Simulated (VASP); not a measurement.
# P (P2/m) in VASP: notebook

The runs below take P through single point, with PBEsol+D3(BJ).

Program: VASP 6.6.1. These are calculated values, not measurements. Logs are shortened: lines on timing, memory, paths and dates and some standing lists are left out, and cuts for length are marked.

### Step 1. The cell of the first run

Symmetry: P2/m, No. 10, monoclinic system. The conventional cell has a = 4.273 Å, b = 4.273 Å, c = 4.378 Å, α = 90.00°, β = 91.43°, γ = 90.00°. Within 5.6 Å of P (site symmetry 2/m) lie 6 P at 4.27 to 4.38 Å.

### Step 2. Single point, PBEsol+D3(BJ) (strain +0.0250 x Voigt [0, 0, 0, 0, 1, 0])

INCAR

```
  PREC = Accurate
  ENCUT = 520
  EDIFF = 1E-6
  ISMEAR = 0
  SIGMA = 0.15
  LREAL = F
  LASPH = T
  NELM = 60
  ALGO = Normal
  ISIF = 2
  LWAVE = F
  LCHARG = F
  GGA = PS
  IVDW = 12
  NBANDS = 8
```

KPOINTS

```
regular mesh
0
Gamma
  12 12 12
```

POSCAR

```
P
1.0
    4.2729048574      0.0000000000      0.0534113107
    0.0000000000      4.2729048574      0.0000000000
    0.0547250000      0.0000000000      4.3780000000
P
1
Direct
    0.0000000000      0.0000000000      0.0000000000
```

Potentials or basis: VASP PAW PBE potentials, release 64 (P).

Command:

```sh
$ cat potpaw_PBE.64/P/POTCAR > POTCAR
$ mpirun -np 1 vasp_std > vasp.out
```

OUTCAR:

```text
PREC = Accurate
   ENCUT = 520
   EDIFF = 1E-6
   ISMEAR = 0
   LREAL = F
   LASPH = T
   NELM = 60
   ISIF = 2
   GGA = PS
   IVDW = 12
 IVDW          = 12

 ion  position               nearest neighbor table
   1  0.000  0.000  0.000-

  LATTYP: Found a simple monoclinic cell.
 ALAT       =     4.2732386651
 B/A-ratio  =     0.9999218842
 C/A-ratio  =     1.0245957132
 COS(beta)  =    -0.0249960944

  Lattice vectors:

 A1 = (   4.2729048574,   0.0000000000,   0.0534113107)
 A2 = (   0.0000000000,  -4.2729048574,   0.0000000000)
 A3 = (  -0.0547250000,   0.0000000000,  -4.3780000000)

Analysis of symmetry for initial positions (statically):
=====================================================================
 Subroutine PRICEL returns:
 Original cell was already a primitive cell.

 Routine SETGRP: Setting up the symmetry group for a
 simple monoclinic supercell.

 Subroutine GETGRP returns: Found  4 space group operations
 (whereof  4 operations were pure point group operations)
 out of a pool of  4 trial point group operations.

The static configuration has the point symmetry C_2h.

Analysis of symmetry for dynamics (positions and initial velocities):
=====================================================================
 Subroutine PRICEL returns:
 Original cell was already a primitive cell.

 Routine SETGRP: Setting up the symmetry group for a
 simple monoclinic supercell.

 Subroutine GETGRP returns: Found  4 space group operations
 (whereof  4 operations were pure point group operations)
 out of a pool of  4 trial point group operations.

The dynamic configuration has the point symmetry C_2h.

 Subroutine INISYM returns: Found  4 space group operations
 (whereof  4 operations are pure point group operations),
 and found     1 'primitive' translations

----------------------------------------------------------------------------------------

                                     Primitive cell

  volume of cell :      79.9198

  direct lattice vectors                    reciprocal lattice vectors
     4.272904857  0.000000000  0.053411311     0.234069400  0.000000000 -0.002925867
     0.000000000  4.272904857  0.000000000     0.000000000  0.234032826  0.000000000
     0.054725000  0.000000000  4.378000000    -0.002855631  0.000000000  0.228450497

  length of vectors
     4.273238665  4.272904857  4.378342018     0.234087686  0.234032826  0.228468344

  position of ions in fractional coordinates (direct lattice)
     0.000000000  0.000000000  0.000000000

  ion indices of the primitive-cell ions
   primitive index   ion index
                 1           1

----------------------------------------------------------------------------------------

 KPOINTS: regular mesh

Automatic generation of k-mesh.
 Grid dimensions read from file:
 generate k-points for:   12   12   12

 Generating k-lattice:

  Cartesian coordinates                     Fractional coordinates (reciprocal lattice)
     0.019505783  0.000000000 -0.000243822     0.083333333  0.000000000  0.000000000
     0.000000000  0.019502736  0.000000000     0.000000000  0.083333333  0.000000000
    -0.000237969  0.000000000  0.019037541     0.000000000  0.000000000  0.083333333

  Length of vectors
     0.019507307  0.019502736  0.019039029

  Shift w.r.t. Gamma in fractional coordinates (k-lattice)
     0.000000000  0.000000000  0.000000000

 Subroutine IBZKPT returns following result:
 ===========================================

 Found    518 irreducible k-points:

 Following reciprocal coordinates:
            Coordinates               Weight
  0.000000  0.000000  0.000000      1.000000
  0.083333  0.000000  0.000000      2.000000
  0.166667  0.000000  0.000000      2.000000
  0.250000  0.000000  0.000000      2.000000
  0.333333  0.000000  0.000000      2.000000
  0.416667  0.000000  0.000000      2.000000
[... 16 lines left out ...]
  0.083333  0.250000  0.000000      4.000000
  0.166667  0.250000  0.000000      4.000000
 [... further k-points ...]
   k-points           NKPTS =    518   k-points in BZ     NKDIM =    518   number of bands    NBANDS=      8
   number of dos      NEDOS =    301   number of ions     NIONS =      1
   total plane-waves  NPLWV =  36864
   dimension x,y,z NGX =    32 NGY =   32 NGZ =   36
   dimension x,y,z NGXF=    64 NGYF=   64 NGZF=   72
   ions per type =               1
   NGX,Y,Z   is equivalent  to a cutoff of  12.45, 12.45, 13.67 a.u.
   NGXF,Y,Z  is equivalent  to a cutoff of  24.90, 24.90, 27.34 a.u.
 SYSTEM =  unknown system
   PREC   = accura    normal or accurate (medium, high low for compatibility)
   ISTART =      0    job   : 0-new  1-cont  2-samecut
   ICHARG =      2    charge: 1-file 2-atom 10-const
   ISPIN  =      1    spin polarized calculation?
   LNONCOLLINEAR =      F non collinear calculations
   LSORBIT =      F    spin-orbit coupling
   LASPH  =      T    aspherical Exc in radial PAW
   ENCUT  =  520.0 eV  38.22 Ry    6.18 a.u.   7.95  7.94  8.14*2*pi/ulx,y,z
   NELM   =     60;   NELMIN=  2; NELMDL= -5     # of ELM steps
   EDIFF  = 0.1E-05   stopping-criterion for ELM
   LREAL  =      F    real-space projection
   EDIFFG = 0.1E-04   stopping-criterion for IOM
   NSW    =      0    number of steps for IOM
   IBRION =     -1    ionic relax: 0-MD 1-quasi-New 2-CG
   NFREE  =      0    steps in history (QN), initial steepest desc. (CG)
   ISIF   =      2    stress and relaxation
   ISYM   =      2    0-nonsym 1-usesym 2-fastsym
   POTIM  = 0.5000    time-step for ionic-motion
   TEBEG  =    0.0;   TEEND  =   0.0 temperature during run
   PSTRESS=    0.0 pullay stress
   NELECT =       5.0000    total number of electrons
   NUPDOWN=      -1.0000    fix difference up-down
   EMIN   =  10.00;   EMAX   =-10.00  energy-range for DOS
   EFERMI =   0.00;   METHOD = LEGACY
   ISMEAR =     0;   SIGMA  =   0.15  broadening in eV -4-tet -1-fermi 0-gaus
   EFERMI_NEDOS =   21; number of points for ismear=-14 and -15
   IALGO  =     38    algorithm
   IMIX   =      4    mixing-type and parameters
     AMIX     =   0.40;   BMIX     =  1.00
     AMIX_MAG =   1.60;   BMIX_MAG =  1.00
  volume/ion in A,a.u.               =      79.92       539.33
  Fermi-wavevector in a.u.,A,eV,Ry     =   0.649900  1.228133  5.746698  0.422370
  Thomas-Fermi vector in A             =   1.719005
   LORBIT       =      0    0 simple, 1 ext, 2 COOP (PROOUT), +10 PAW based schemes
   GGA     = PS    functional components
   LHFCALC =     F    Hartree Fock is set to
   AEXX    =    0.0000 exact exchange contribution
   IVDW    =    12    specifies the selected vdW correction
   LEPSILON=     F    determine dielectric tensor
   LRPA    =     F    only Hartree local field effects (RPA)
 non-spin polarized calculation
 Gauss-broadening in eV      SIGMA  =   0.15
  energy-cutoff  :      520.00
  volume of cell :       79.92
 maximum number of plane-waves:      2192
   NGX = 15   NGY = 15   NGZ = 17

 number of electron       4.9999999 magnetization

 Free energy of the ion-electron system (eV)
  ---------------------------------------------------
  ext. energy  EPLUGINS =         0.00000000
  ---------------------------------------------------
  free energy    TOTEN  =        -1.18839103 eV

  energy without entropy =       -1.15028126  energy(sigma->0) =       -1.16933615

 E-fermi :  -3.0791     XC(G=0):  -5.0526

 val. band max:       -3.0791502990   @ k =   0.3333   0.2500   0.1667
 cond. band min:      -3.0787671884   @ k =   0.3333   0.1667   0.2500
 fundamental gap:      0.0003831107
 Fermi energy:        -3.0791157280

 k-point     1 :       0.0000    0.0000    0.0000
  band No.  band energies     occupation
      1     -11.8099      2.00000
      2      -2.6324      0.00003
      3      -2.5225      0.00000
      4      -2.5212      0.00000
      5       1.5518      0.00000
      6       4.3635      0.00000
      7       4.4446      0.00000
      8       8.9463      0.00000

 k-point     2 :       0.0833    0.0000    0.0000
  band No.  band energies     occupation
      1     -11.7990      2.00000
      2      -2.6495      0.00005
      3      -2.6167      0.00001
      4      -2.5132      0.00000
      5       1.6701      0.00000
      6       4.4122      0.00000
      7       4.5492      0.00000
      8       8.4600      0.00000

 k-point     3 :       0.1667    0.0000    0.0000
  band No.  band energies     occupation
      1     -11.7687      2.00000
      2      -2.9473      0.21378
      3      -2.5942      0.00000
      4      -2.4873      0.00000
      5       1.9691      0.00000
      6       4.5258      0.00000
      7       4.8325      0.00000
      8       7.8069      0.00000

 k-point     4 :       0.2500    0.0000    0.0000
  band No.  band energies     occupation
      1     -11.7263      2.00000
      2      -3.3057      1.96734
      3      -2.5570      0.00000
      4      -2.4512      0.00000
      5       2.3584      0.00000
      6       4.6905      0.00000
      7       5.0818      0.00000
      8       7.2405      0.00000

 k-point     5 :       0.3333    0.0000    0.0000
  band No.  band energies     occupation
      1     -11.6826      2.00000
      2      -3.6222      2.00000
      3      -2.5187      0.00000
      4      -2.4143      0.00000
      5       2.7858      0.00000
      6       4.8783      0.00000
      7       5.0197      0.00000
      8       6.8068      0.00000
[... 177 lines left out ...]
 k-point    22 :       0.0000    0.2500    0.0000
  band No.  band energies     occupation
      1     -11.7263      2.00000
      2      -3.3057      1.96736
      3      -2.5578      0.00000
      4      -2.4500      0.00000
      5       2.3579      0.00000
      6       4.6936      0.00000
      7       5.0825      0.00000
      8       7.2426      0.00000

 k-point    23 :       0.0833    0.2500    0.0000
  band No.  band energies     occupation
      1     -11.7157      2.00000
      2      -3.2915      1.95480
      3      -2.5682      0.00000
      4      -2.5416      0.00000
      5       2.4626      0.00000
      6       4.7719      0.00000
      7       5.1265      0.00000
      8       7.1383      0.00000

 k-point    24 :       0.1667    0.2500    0.0000
  band No.  band energies     occupation
      1     -11.6864      2.00000
      2      -3.2538      1.90036
      3      -2.8393      0.02377
      4      -2.5216      0.00000
      5       2.7178      0.00000
      6       4.8368      0.00000
      7       5.3728      0.00000
      8       6.6291      0.00000

 [... further k-points ...]

------------------------ aborting loop because EDIFF is reached ----------------------------------------

 Edisp (eV)   -0.08088

 E8    (eV) :    -0.0477

  FORCE on cell =-STRESS in cart. coord.  units (eV):
  Direction    XX          YY          ZZ          XY          YZ          ZX
  --------------------------------------------------------------------------------------
  -------------------------------------------------------------------------------------
  Total      -2.08745    -2.08831    -1.88140     0.00000     0.00000    -0.04711
  in kB     -41.84786   -41.86506   -37.71703     0.00000     0.00000    -0.94442
  external pressure =      -40.48 kB  Pullay stress =        0.00 kB

 VOLUME and BASIS-vectors are now :
 -----------------------------------------------------------------------------
  energy-cutoff  :      520.00
  volume of cell :       79.92
      direct lattice vectors                 reciprocal lattice vectors
     4.272904857  0.000000000  0.053411311     0.234069400  0.000000000 -0.002925867
     0.000000000  4.272904857  0.000000000     0.000000000  0.234032826  0.000000000
     0.054725000  0.000000000  4.378000000    -0.002855631  0.000000000  0.228450497

 POSITION                                       TOTAL-FORCE (eV/Angst)
 -----------------------------------------------------------------------------------
      0.00000      0.00000      0.00000        -0.000000      0.000000      0.000000
 -----------------------------------------------------------------------------------
    total drift:                                0.000000      0.000000      0.000000

  FREE ENERGIE OF THE ION-ELECTRON SYSTEM (eV)
  ---------------------------------------------------
  free  energy   TOTEN  =        -1.2692721059 eV

  energy  without entropy=       -1.2311623353  energy(sigma->0) =       -1.25021722
```

Run time: 68 s. Hardware: 1 thread of Intel Xeon 6975P-C (Granite Rapids), shared host; peak memory 0.39 GiB.

What came out:

```
Free energy                : -1.2693 eV
Pressure                   : -4.0 GPa
Band gap on the k mesh     : zero (an odd number of electrons rules out a gap without spin polarisation)
Dispersion energy per atom : -0.081 eV
```

Stress tensor (GPa, compression positive):
```
-4.18  0.00 -0.09
 0.00 -4.19  0.00
-0.09  0.00 -3.77
```

Caveat: the cell differs from its parent crystal (strain +0.0250 x Voigt [0, 0, 0, 0, 1, 0]); the cell stands under tension; the atoms stand far beyond bonding distance, and open shells without spin polarisation read as a metal; the PAW data sets were made with another functional, which shifts forces and pressure a little.

### Step 3. Single point, PBEsol+D3(BJ) (strain +0.0125 x Voigt [0, 0, 0, 0, 1, 0])

INCAR

```
SYSTEM = P
ALGO     = Normal         ! electronic algorithm
EDIFF    = 1E-6           ! SCF threshold, eV
ENCUT    = 520            ! plane-wave cutoff, eV
GGA      = PS             ! functional
ISIF     = 2              ! what is computed and relaxed
ISMEAR   = 0              ! smearing method
IVDW     = 12             ! dispersion correction
LASPH    = .True.         ! aspherical terms in the spheres
LCHARG   = .True.         ! write CHGCAR
LELF     = .True.         ! ELF
LREAL    = .False.        ! projectors in reciprocal space
LVHAR    = .True.       
LWAVE    = .False.        ! write WAVECAR
NBANDS   = 8              ! bands
NELM     = 100            ! most SCF steps
PREC     = Accurate       ! precision mode
SIGMA    = 0.15           ! smearing width, eV
```

KPOINTS

```
k-points
0
Gamma
  12 12 12
  0 0 0
```

POSCAR

```
P
1.0
    4.2729048574      0.0000000000      0.0267056554
    0.0000000000      4.2729048574      0.0000000000
    0.0273625000      0.0000000000      4.3780000000
P
1
Direct
    0.0000000000      0.0000000000      0.0000000000
```

Potentials or basis: VASP PAW PBE potentials, release 64 (P).

Command:

```sh
$ cat potpaw_PBE.64/P/POTCAR > POTCAR
$ mpirun -np 1 vasp_std > vasp.out
```

Run time: 81 s. Hardware: 1 thread of Intel Xeon 6975P-C (Granite Rapids), shared host; peak memory 0.4 GiB.

Results (log left out):

* Free energy: -1.2695 eV
* Pressure: -4.0 GPa
* Band gap on the k mesh: zero (an odd number of electrons rules out a gap without spin polarisation)
* Dispersion energy per atom: -0.081 eV

Stress tensor (GPa, compression positive):
```
-4.19  0.00 -0.05
 0.00 -4.19  0.00
-0.05  0.00 -3.77
```

Levels at points of the mesh, in eV from the Fermi level:
| k point | band 1 | band 2 | band 3 | band 4 | band 5 | band 6 | band 7 | band 8 |
| --- | --- | --- | --- | --- | --- | --- | --- | --- |
| (0.00, 0.00, 0.00) | -8.73 | 0.45 | 0.56 | 0.56 | 4.63 | 7.44 | 7.52 | 12.04 |
| (0.50, 0.00, 0.00) | -8.56 | -0.83 | 0.60 | 0.70 | 6.51 | 7.56 | 8.19 | 9.51 |
| (0.00, 0.50, 0.00) | -8.56 | -0.83 | 0.60 | 0.70 | 6.51 | 7.56 | 8.19 | 9.51 |
| (0.50, 0.50, 0.00) | -8.40 | -0.53 | -0.53 | 0.74 | 5.86 | 8.12 | 9.73 | 9.73 |
| (0.00, 0.00, 0.50) | -8.59 | -0.78 | 0.68 | 0.68 | 6.48 | 7.48 | 8.15 | 9.79 |
| (0.50, 0.00, 0.50) | -8.43 | -0.57 | -0.48 | 0.81 | 5.85 | 8.12 | 9.62 | 9.74 |
| (0.00, 0.50, 0.50) | -8.43 | -0.57 | -0.48 | 0.81 | 5.85 | 8.12 | 9.65 | 9.72 |
| (0.50, 0.50, 0.50) | -8.28 | -0.32 | -0.32 | -0.23 | 6.86 | 6.97 | 6.98 | 9.24 |

Caveat: the cell differs from its parent crystal (strain +0.0125 x Voigt [0, 0, 0, 0, 1, 0]); the cell stands under tension; the atoms stand far beyond bonding distance, and open shells without spin polarisation read as a metal; the PAW data sets were made with another functional, which shifts forces and pressure a little.
